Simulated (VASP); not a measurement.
# TiC (P1) in VASP: further runs

TiC is run at these levels: PBE; tasks: single point.

All numbers are computed with VASP 6.6.1; they aren't measurements. Logs are shortened: lines on timing, memory, paths and dates and some standing lists are left out, and cuts for length are marked.

## 1. The cell of the first run

The typed cell holds 16 atoms: a = 6.241 Å, b = 6.241 Å, c = 6.241 Å, α = 60.00°, β = 60.00°, γ = 60.00°.

## 2. Single point, PBE

INCAR reads:

```
  ALGO = Normal
  EDIFF = 1E-6
  ENCUT = 520
  GGA = PE
  ISIF = 2
  ISMEAR = -1
  LASPH = T
  LCHARG = F
  LREAL = Auto
  LWAVE = F
  NBANDS = 78
  NELM = 60
  PREC = Accurate
  SIGMA = 0.1551
```

KPOINTS reads:

```
Automatic mesh
0
Gamma
  2 2 2
  0.5 0.5 0.5
```

POSCAR reads:

```
TiC
1.0
   -4.4128842954      4.4128842954      0.0000000000
   -4.4128842954      0.0000000000      4.4128842954
    0.0000000000      4.4128842954      4.4128842954
Ti C
8 8
Direct
    0.0069173579     -0.0229055405     -0.0166382110
    0.5057624108     -0.0450546596      0.0253435152
   -0.0151800944      0.4450005639      0.0159032042
   -0.0311681637     -0.0380679594      0.5065504442
    0.4762909832      0.4930238036     -0.0030596769
    0.4842198111     -0.0312473636      0.4756648621
    0.0108559384      0.4636153733      0.4717739829
    0.5186906900      0.4736206209      0.4719591226
    0.7689737081      0.7101505025      0.7218945222
    0.2354716168      0.7239147429      0.7709506464
    0.7447659580      0.1755226170      0.7839827125
    0.7564208070      0.7232223386      0.2602784082
    0.2547646674      0.2192960285      0.7634537356
    0.2842865156      0.7126347054      0.2219121179
    0.7362391086      0.1985198209      0.2835558143
    0.2520316477      0.2041906018      0.2574954211
```

Potentials or basis: VASP PAW PBE potentials, release 64 (Ti_sv, C).

Started as:

```sh
cat potpaw_PBE.64/Ti_sv/POTCAR potpaw_PBE.64/C/POTCAR > POTCAR
mpirun -np 1 vasp_std > vasp.out
```

OUTCAR:

```text
EDIFF = 1E-6
   ENCUT = 520
   GGA = PE
   ISIF = 2
   ISMEAR = -1
   LASPH = T
   LREAL = Auto
   NELM = 60
   PREC = Accurate

 ion  position               nearest neighbor table
   1  0.007  0.977  0.983-  11 2.06  10 2.06  13 2.17  12 2.23  14 2.28  15 2.32
   2  0.506  0.955  0.025-  11 2.03  14 2.06  16 2.13  12 2.14  13 2.26   9 2.43   6 2.79   8 2.90

   3  0.985  0.445  0.016-  13 2.12  15 2.19  16 2.25   9 2.26  12 2.32  10 2.34   8 2.88
   4  0.969  0.962  0.507-   9 2.00  15 2.01  11 2.18  16 2.32  10 2.35  14 2.38
   5  0.476  0.493  0.997-  14 1.97  10 2.06   9 2.27  16 2.27  11 2.36  15 2.42
   6  0.484  0.969  0.476-  16 1.99  12 2.05  15 2.15  10 2.20   9 2.35  13 2.39   2 2.79
   7  0.011  0.464  0.472-  12 2.07  16 2.10   9 2.19  14 2.31  13 2.37  11 2.46
   8  0.519  0.474  0.472-  15 2.07  14 2.14  12 2.16  13 2.30  11 2.40  10 2.43   3 2.88   2 2.90

   9  0.769  0.710  0.722-   4 2.00   7 2.19   3 2.26   5 2.27   6 2.35   2 2.43
  10  0.235  0.724  0.771-   1 2.06   5 2.06   6 2.20   3 2.34   4 2.35   8 2.43
  11  0.745  0.176  0.784-   2 2.03   1 2.06   4 2.18   5 2.36   8 2.40   7 2.46
  12  0.756  0.723  0.260-   6 2.05   7 2.07   2 2.14   8 2.16   1 2.23   3 2.32
  13  0.255  0.219  0.763-   3 2.12   1 2.17   2 2.26   8 2.30   7 2.37   6 2.39
  14  0.284  0.713  0.222-   5 1.97   2 2.06   8 2.14   1 2.28   7 2.31   4 2.38
  15  0.736  0.199  0.284-   4 2.01   8 2.07   6 2.15   3 2.19   1 2.32   5 2.42
  16  0.252  0.204  0.257-   6 1.99   7 2.10   2 2.13   3 2.25   5 2.27   4 2.32

  LATTYP: Found a face centered cubic cell.
 ALAT       =     8.8257685908

  Lattice vectors:

 A1 = (  -4.4128842954,   4.4128842954,   0.0000000000)
 A2 = (  -4.4128842954,   0.0000000000,   4.4128842954)
 A3 = (   0.0000000000,   4.4128842954,   4.4128842954)

Analysis of symmetry for initial positions (statically):
=====================================================================
 Subroutine PRICEL returns:
 Original cell was already a primitive cell.

 Routine SETGRP: Setting up the symmetry group for a
 face centered cubic supercell.

 Subroutine GETGRP returns: Found  1 space group operations
 (whereof  1 operations were pure point group operations)
 out of a pool of 48 trial point group operations.

The static configuration has the point symmetry C_1 .

Analysis of symmetry for dynamics (positions and initial velocities):
=====================================================================
 Subroutine PRICEL returns:
 Original cell was already a primitive cell.

 Routine SETGRP: Setting up the symmetry group for a
 face centered cubic supercell.

 Subroutine GETGRP returns: Found  1 space group operations
 (whereof  1 operations were pure point group operations)
 out of a pool of 48 trial point group operations.

The dynamic configuration has the point symmetry C_1 .

 Subroutine INISYM returns: Found  1 space group operations
 (whereof  1 operations are pure point group operations),
 and found     1 'primitive' translations

----------------------------------------------------------------------------------------

                                     Primitive cell

  volume of cell :     171.8690

  direct lattice vectors                    reciprocal lattice vectors
    -4.412884295  4.412884295  0.000000000    -0.113304580  0.113304580 -0.113304580
    -4.412884295  0.000000000  4.412884295    -0.113304580 -0.113304580  0.113304580
     0.000000000  4.412884295  4.412884295     0.113304580  0.113304580  0.113304580

  length of vectors
     6.240760820  6.240760820  6.240760820     0.196249289  0.196249289  0.196249289

  position of ions in fractional coordinates (direct lattice)
     0.006917358  0.977094460  0.983361789
     0.505762411  0.954945340  0.025343515
     0.984819906  0.445000564  0.015903204
     0.968831836  0.961932041  0.506550444
     0.476290983  0.493023804  0.996940323
     0.484219811  0.968752636  0.475664862
[... 8 lines left out ...]
     0.736239109  0.198519821  0.283555814
     0.252031648  0.204190602  0.257495421

  ion indices of the primitive-cell ions
   primitive index   ion index
                 1           1
                 2           2
                 3           3
                 4           4
                 5           5
                 6           6
[... 8 lines left out ...]
                15          15
                16          16

----------------------------------------------------------------------------------------

 KPOINTS: Automatic mesh

Automatic generation of k-mesh.
 Grid dimensions read from file:
 generate k-points for:    2    2    2

 Generating k-lattice:

  Cartesian coordinates                     Fractional coordinates (reciprocal lattice)
    -0.056652290  0.056652290 -0.056652290     0.500000000  0.000000000  0.000000000
    -0.056652290 -0.056652290  0.056652290     0.000000000  0.500000000  0.000000000
     0.056652290  0.056652290  0.056652290     0.000000000  0.000000000  0.500000000

  Length of vectors
     0.098124644  0.098124644  0.098124644

  Shift w.r.t. Gamma in fractional coordinates (k-lattice)
     0.500000000  0.500000000  0.500000000

 Subroutine IBZKPT returns following result:
 ===========================================

 Found     16 irreducible k-points:

 Following reciprocal coordinates:
            Coordinates               Weight
  0.250000  0.250000  0.250000      2.000000
  0.250000  0.000000  0.000000      2.000000
  0.000000  0.000000 -0.250000      2.000000
  0.000000  0.250000  0.000000      2.000000
 -0.250000  0.250000  0.250000      2.000000
  0.250000 -0.250000  0.250000      2.000000
[... 8 lines left out ...]
  0.000000  0.250000  0.500000      2.000000
  0.500000  0.250000  0.000000      2.000000
   k-points           NKPTS =     16   k-points in BZ     NKDIM =     16   number of bands    NBANDS=     78
   number of dos      NEDOS =    301   number of ions     NIONS =     16
   total plane-waves  NPLWV = 110592
   dimension x,y,z NGX =    48 NGY =   48 NGZ =   48
   dimension x,y,z NGXF=    96 NGYF=   96 NGZF=   96
   ions per type =               8   8
   NGX,Y,Z   is equivalent  to a cutoff of  12.79, 12.79, 12.79 a.u.
   NGXF,Y,Z  is equivalent  to a cutoff of  25.57, 25.57, 25.57 a.u.
 SYSTEM =  unknown system
   PREC   = accura    normal or accurate (medium, high low for compatibility)
   ISTART =      0    job   : 0-new  1-cont  2-samecut
   ICHARG =      2    charge: 1-file 2-atom 10-const
   ISPIN  =      1    spin polarized calculation?
   LNONCOLLINEAR =      F non collinear calculations
   LSORBIT =      F    spin-orbit coupling
   LASPH  =      T    aspherical Exc in radial PAW
   ENCUT  =  520.0 eV  38.22 Ry    6.18 a.u.  11.60 11.60 11.60*2*pi/ulx,y,z
   NELM   =     60;   NELMIN=  2; NELMDL= -5     # of ELM steps
   EDIFF  = 0.1E-05   stopping-criterion for ELM
   LREAL  =      T    real-space projection
   EDIFFG = 0.1E-04   stopping-criterion for IOM
   NSW    =      0    number of steps for IOM
   IBRION =     -1    ionic relax: 0-MD 1-quasi-New 2-CG
   NFREE  =      0    steps in history (QN), initial steepest desc. (CG)
   ISIF   =      2    stress and relaxation
   ISYM   =      2    0-nonsym 1-usesym 2-fastsym
   POTIM  = 0.5000    time-step for ionic-motion
   TEBEG  =    0.0;   TEEND  =   0.0 temperature during run
   PSTRESS=    0.0 pullay stress
   NELECT =     128.0000    total number of electrons
   NUPDOWN=      -1.0000    fix difference up-down
   EMIN   =  10.00;   EMAX   =-10.00  energy-range for DOS
   EFERMI =   0.00;   METHOD = LEGACY
   ISMEAR =    -1;   SIGMA  =   0.16  broadening in eV -4-tet -1-fermi 0-gaus
   EFERMI_NEDOS =   21; number of points for ismear=-14 and -15
   IALGO  =     38    algorithm
   IMIX   =      4    mixing-type and parameters
     AMIX     =   0.40;   BMIX     =  1.00
     AMIX_MAG =   1.60;   BMIX_MAG =  1.00
  volume/ion in A,a.u.               =      10.74        72.49
  Fermi-wavevector in a.u.,A,eV,Ry     =   1.483926  2.804214 29.960529  2.202037
  Thomas-Fermi vector in A             =   2.597527
   LORBIT       =      0    0 simple, 1 ext, 2 COOP (PROOUT), +10 PAW based schemes
   GGA     = PE    functional components
   LHFCALC =     F    Hartree Fock is set to
   AEXX    =    0.0000 exact exchange contribution
   IVDW    =     0    specifies the selected vdW correction
   LEPSILON=     F    determine dielectric tensor
   LRPA    =     F    only Hartree local field effects (RPA)
 non-spin polarized calculation
  energy-cutoff  :      520.00
  volume of cell :      171.87
 maximum number of plane-waves:      4654
 NGX is ok and might be reduce to    48
   NGX = 23   NGY = 23   NGZ = 23

 number of electron     128.0000003 magnetization

 Free energy of the ion-electron system (eV)
  ---------------------------------------------------
  ext. energy  EPLUGINS =         0.00000000
  ---------------------------------------------------
  free energy    TOTEN  =      -146.40151649 eV

  energy without entropy =     -146.15156446  energy(sigma->0) =     -146.27654048

 E-fermi :   8.7547     XC(G=0): -12.3797

 val. band max:        8.6506265885   @ k =   0.0000   0.2500   0.0000
 cond. band min:       8.9823734574   @ k =   0.2500   0.2500   0.2500
 fundamental gap:      0.3317468689
 Fermi energy:         8.7547442520

 k-point     1 :       0.2500    0.2500    0.2500
  band No.  band energies     occupation
      1     -48.0565      2.00000
      2     -48.0245      2.00000
      3     -48.0002      2.00000
      4     -47.8372      2.00000
      5     -47.8018      2.00000
      6     -47.7811      2.00000
[... 68 lines left out ...]
     75      11.3298      0.00000
     76      11.4738      0.00000

 k-point     2 :       0.2500    0.0000    0.0000
  band No.  band energies     occupation
      1     -48.0572      2.00000
      2     -48.0226      2.00000
      3     -48.0015      2.00000
      4     -47.8367      2.00000
      5     -47.8015      2.00000
      6     -47.7841      2.00000
[... 1098 lines left out ...]
 k-point    16 :       0.5000    0.2500    0.0000
  band No.  band energies     occupation
      1     -48.0541      2.00000
      2     -48.0223      2.00000
      3     -48.0033      2.00000
      4     -47.8348      2.00000
      5     -47.7970      2.00000
      6     -47.7910      2.00000
[... 68 lines left out ...]
     75      11.2376      0.00000
     76      11.3333      0.00000
 [bands above 76 left out]

------------------------ aborting loop because EDIFF is reached ----------------------------------------

  FORCE on cell =-STRESS in cart. coord.  units (eV):
  Direction    XX          YY          ZZ          XY          YZ          ZX
  --------------------------------------------------------------------------------------
  -------------------------------------------------------------------------------------
  Total       -7.8439397     -4.2354576     -2.4297354      0.5561635      0.0739914     -0.5674340
  in kB      -73.1218573    -39.4832875    -22.6501951      5.1846025      0.6897537     -5.2896670
  external PRESSURE =     -45.0851133 kB  Pullay stress =       0.0000000 kB

 VOLUME and BASIS-vectors are now :
 -----------------------------------------------------------------------------
  energy-cutoff  :      520.00
  volume of cell :      171.87
      direct lattice vectors                 reciprocal lattice vectors
    -4.412884295  4.412884295  0.000000000    -0.113304580  0.113304580 -0.113304580
    -4.412884295  0.000000000  4.412884295    -0.113304580 -0.113304580  0.113304580
     0.000000000  4.412884295  4.412884295     0.113304580  0.113304580  0.113304580

 POSITION                                       TOTAL-FORCE (eV/Angst)
 -----------------------------------------------------------------------------------
     -4.34233      4.36999      8.65127         0.469681      0.499090      0.033688
     -6.44593      2.34371      4.32590        -0.753657     -2.485652     -1.079639
     -6.30963      4.41608      2.03391        -2.118402     -0.299652     -1.069672
     -8.52024      6.51069      6.48024        -0.763614      2.135806      0.142570
     -4.27747      6.50120      6.57504        -0.518394      0.690097     -2.464718
     -6.41180      4.23586      6.37405        -0.275623      3.235185      2.355372
[... 8 lines left out ...]
     -4.12498      4.50024      2.12734        -1.647104     -1.441186     -0.635563
     -2.01326      2.24848      2.03737        -0.176983     -1.385873      0.123021
 -----------------------------------------------------------------------------------
    total drift:                               -0.025170      0.025822     -0.007025

  FREE ENERGIE OF THE ION-ELECTRON SYSTEM (eV)
  ---------------------------------------------------
  free  energy   TOTEN  =      -146.4015164884 eV

  energy  without entropy=     -146.1515644622  energy(sigma->0) =     -146.27654048
```

It took 6.4 min on 1 thread of Intel Xeon Platinum 8488C (Sapphire Rapids), shared host; peak memory 0.38 GiB.

What came out:

```yaml
Free_energy: -146.4015 eV
Pressure: -4.5 GPa
Largest_force: 4.011 eV/Å
Band_gap_on_the_k_mesh: 0.33 eV
```

Forces on the atoms (eV/Å):
```
Ti   0.470  0.499  0.034
Ti  -0.754 -2.486 -1.080
Ti  -2.118 -0.300 -1.070
Ti  -0.764  2.136  0.143
Ti  -0.518  0.690 -2.465
Ti  -0.276  3.235  2.355
Ti   0.489  1.650  1.997
Ti   2.735  0.941  1.456
C    1.582  0.604  0.851
C   -0.122 -0.459 -1.499
C   -2.446 -1.602 -0.096
C    1.133 -0.914 -1.468
C    0.419 -1.092 -0.300
C    1.994 -0.076  1.654
C   -1.647 -1.441 -0.636
C   -0.177 -1.386  0.123
```

Stress tensor (GPa, compression positive):
```
-7.31  0.52 -0.53
 0.52 -3.95  0.07
-0.53  0.07 -2.27
```

Levels at points of the mesh, in eV from the valence-band top:
| k point | band 60 | band 61 | band 62 | band 63 | band 64 | band 65 | band 66 | band 67 | band 68 | band 69 |
| --- | --- | --- | --- | --- | --- | --- | --- | --- | --- | --- |
| (0.25, 0.25, 0.25) | -0.80 | -0.70 | -0.42 | -0.21 | -0.08 | 0.33 | 0.60 | 0.67 | 1.23 | 1.32 |

Caveat: the k points lie up to 0.62 Å⁻¹ apart; the atoms stand as in a frame of molecular dynamics; a shifted mesh leaves out Γ, where band edges can lie; forces of over 1 eV/Å act on the atoms, so gaps and moduli don't describe the material at rest. A k mesh can miss the band edges.

(Continued in part 2 of 2.)
